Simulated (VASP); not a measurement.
Set up this calculation in VASP 6.6.1, as the native input.

| Item | Value |
| --- | --- |
| Task | single point |
| Functional | PBEsol |
| Potentials or basis | VASP PAW PBE potentials, release 64 (Si, C) |
| Cutoff | 520 eV |
| k mesh | 1 × 1 × 1, shifted |
| Occupations | fermi-dirac, width 0.05 eV |
| Spin | no spin polarisation |
| Dipole correction | no |
| Further INCAR settings | LREAL = Auto; ALGO = Normal; EDIFF = 1e-06; NBANDS = 166; ISYM = 0 |

The structure of Si7C lies in POSCAR:

```
Si7C
1.0
   10.3626955226      0.0000000000      0.0000000000
    0.0000000000     10.3626955226      0.0000000000
    0.0000000000      0.0000000000     10.3626955226
Si C
56 8
Direct
    0.9899860000      0.9893230000      0.0030110000
    0.9958730000      0.9958140000      0.5064760000
    0.9497820000      0.5350140000      0.9918860000
    0.0159860000      0.5021980000      0.5062750000
    0.5197330000      0.9616920000      0.9780520000
    0.5025750000      0.9832530000      0.5008210000
    0.5064420000      0.5075150000      0.5039440000
    0.1271650000      0.1278060000      0.1222330000
    0.1286880000      0.1216680000      0.6267510000
    0.1239930000      0.6267480000      0.1020260000
    0.1272450000      0.6306770000      0.6497080000
    0.6184360000      0.1151840000      0.1123270000
    0.6253910000      0.1141270000      0.6353520000
    0.6080300000      0.6419690000      0.6557140000
    0.2631540000      0.2687080000      0.0044430000
    0.2540580000      0.2515850000      0.5023210000
    0.2823700000      0.7353070000      0.9783280000
    0.2649700000      0.7473080000      0.5092950000
    0.7381360000      0.2682460000      0.0078350000
    0.7523290000      0.2452270000      0.5095280000
    0.7415780000      0.7404090000      0.5044410000
    0.4154280000      0.4218300000      0.0898890000
    0.3685440000      0.3875750000      0.6332780000
    0.3864580000      0.8613760000      0.1258530000
    0.4057650000      0.8497340000      0.6592150000
    0.8485530000      0.4041770000      0.1473060000
    0.8789760000      0.3821900000      0.6344230000
    0.8365440000      0.8429530000      0.0925990000
    0.8651240000      0.8691430000      0.6352020000
    0.2541700000      0.9964100000      0.2519630000
    0.2530910000      0.9856530000      0.7494800000
    0.2557580000      0.4975240000      0.2279160000
    0.2816200000      0.5325120000      0.7828400000
    0.7491520000      0.9898690000      0.2394340000
    0.7191280000      0.9643030000      0.7739500000
    0.7579940000      0.5208720000      0.7705650000
    0.3859330000      0.1296040000      0.3745230000
    0.3782740000      0.1162670000      0.8783630000
    0.3864200000      0.6274160000      0.3526950000
    0.8753090000      0.1221840000      0.3694280000
    0.8579260000      0.1235970000      0.8781820000
    0.8621790000      0.6007230000      0.3723220000
    0.9945420000      0.2588280000      0.2412330000
    0.0059000000      0.2492280000      0.7604230000
    0.9857920000      0.7397630000      0.2379260000
    0.9638140000      0.7320790000      0.7789680000
    0.5068780000      0.2659540000      0.2359210000
    0.5026320000      0.2578300000      0.7552340000
    0.5435870000      0.7095400000      0.2010450000
    0.1322530000      0.3746070000      0.3670120000
    0.1155460000      0.4023170000      0.8888580000
    0.1206860000      0.8668130000      0.3778220000
    0.1213840000      0.8599000000      0.8762140000
    0.6448470000      0.3857760000      0.3706440000
    0.6050380000      0.4108650000      0.8905010000
    0.6207340000      0.8556130000      0.3576640000
    0.5104120000      0.5628490000      0.9716490000
    0.6066490000      0.6527610000      0.0390830000
    0.7106780000      0.7297580000      0.9645160000
    0.7669370000      0.4793530000      0.2856440000
    0.4180630000      0.6429620000      0.8765060000
    0.8311770000      0.6464580000      0.8885600000
    0.5095570000      0.7406590000      0.7876290000
    0.6166110000      0.8261370000      0.8740040000
```

The input as run:

INCAR

```
ALGO     = Normal         # electronic algorithm
EDIFF    = 1E-6           # SCF threshold, eV
ENCUT    = 520            # plane-wave cutoff, eV
GGA      = PS             # functional
ISIF     = 2              # what is computed and relaxed
ISMEAR   = -1             # smearing method
ISYM     = 0            
LASPH    = T              # aspherical terms in the spheres
LCHARG   = F              # write CHGCAR
LREAL    = Auto         
LWAVE    = F              # write WAVECAR
NBANDS   = 166            # bands
NELM     = 80             # most SCF steps
PREC     = Accurate       # precision mode
SIGMA    = 0.05           # smearing width, eV
```

KPOINTS

```
Automatic mesh
0
Gamma
  1 1 1
  0.25 0.25 0.25
```

Potentials or basis: VASP PAW PBE potentials, release 64 (Si, C).

Launch:

```bash
$ cat potpaw_PBE.64/Si/POTCAR potpaw_PBE.64/C/POTCAR > POTCAR
$ mpirun -np 1 vasp_std > vasp.out
```

Results of the run:

| Item | Value |
| --- | --- |
| Pressure | 0.2 GPa |
| Largest force | 0.425 eV/Å |

Caveat: the k points lie up to 0.61 Å⁻¹ apart; the PAW data sets were made with another functional, which shifts forces and pressure a little.

Run time: 18 min on 1 thread of Intel(R) Xeon(R) Platinum 8488C (Sapphire Rapids) (shared host), peak memory 1.2 GiB.
